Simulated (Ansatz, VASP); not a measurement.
This is a calculation of BP for VASP 6.6.1.

INCAR

```
PREC     = Accurate       # precision mode
ENCUT    = 520            # plane-wave cutoff, eV
EDIFF    = 1E-6           # SCF threshold, eV
ISMEAR   = -1             # smearing method
SIGMA    = 0.05           # smearing width, eV
LREAL    = F              # projectors in reciprocal space
LASPH    = T              # aspherical terms in the spheres
NELM     = 60             # most SCF steps
ALGO     = Normal         # electronic algorithm
ISIF     = 2              # what is computed and relaxed
LWAVE    = F              # write WAVECAR
LCHARG   = F              # write CHGCAR
GGA      = RE             # functional
NBANDS   = 11             # bands
```

The input KPOINTS:

```
regular mesh
0
Gamma
  10 10 10
```

File POSCAR:

```
BP
1.0
    0.0000000000      2.3135014941      2.3135014941
    2.3135014941      0.0000000000      2.3135014941
    2.3135014941      2.3135014941      0.0000000000
P B
1 1
Direct
    0.7500000000      0.7500000000      0.7500000000
    0.0000000000      0.0000000000      0.0000000000
```

Potentials or basis: VASP PAW PBE potentials, release 64 (P, B).

The run is started by

```console
$ cat potpaw_PBE.64/P/POTCAR potpaw_PBE.64/B/POTCAR > POTCAR
$ mpirun -np 1 vasp_std > vasp.out
```

Task: Translate it to Ansatz 0.2.0. Potentials there: Ansatz PAW.

Result: As run (the cutoff follows the program's own potentials):

File input.yaml:

```yaml
crystal:
  lattice:
    - [0.0, 2.3135014941, 2.3135014941]
    - [2.3135014941, 0.0, 2.3135014941]
    - [2.3135014941, 2.3135014941, 0.0]
  atoms:
    - { symbol: P, position: [0.75, 0.75, 0.75] }
    - { symbol: B, position: [0.0, 0.0, 0.0] }
hamiltonian:
  xc: revpbe
  pseudopotentials: { kind: paw }
kpoints:
  mp_grid: { grid: [10, 10, 10] }
scf:
  occupations: { method: fermi_dirac, width: 0.05 }
output:
  forces: true
  stress: true
  eigenvalues: true
```

Potentials or basis: Ansatz PAW.

Launch:

```console
$ ansatz run input.yaml --threads 2 --pin off --max-ram 5120MiB --backend cpu --events-out ev --progress --plain --runs-dir out
```

Both were run:

|  | VASP | Ansatz | Ansatz less VASP |
| --- | --- | --- | --- |
| gap on the k mesh at the Fermi level (eV) | 1.33 | 1.34 | +0.011 |
| least direct gap on the mesh (eV) | 3.32 | 3.33 | +0.009 |
| pressure (GPa) | -5.9 | -5.6 | +0.34 |

VASP's potentials were made for PBE, not for revPBE. The functional is the same, so the differences come from potentials, cutoffs and numerics.
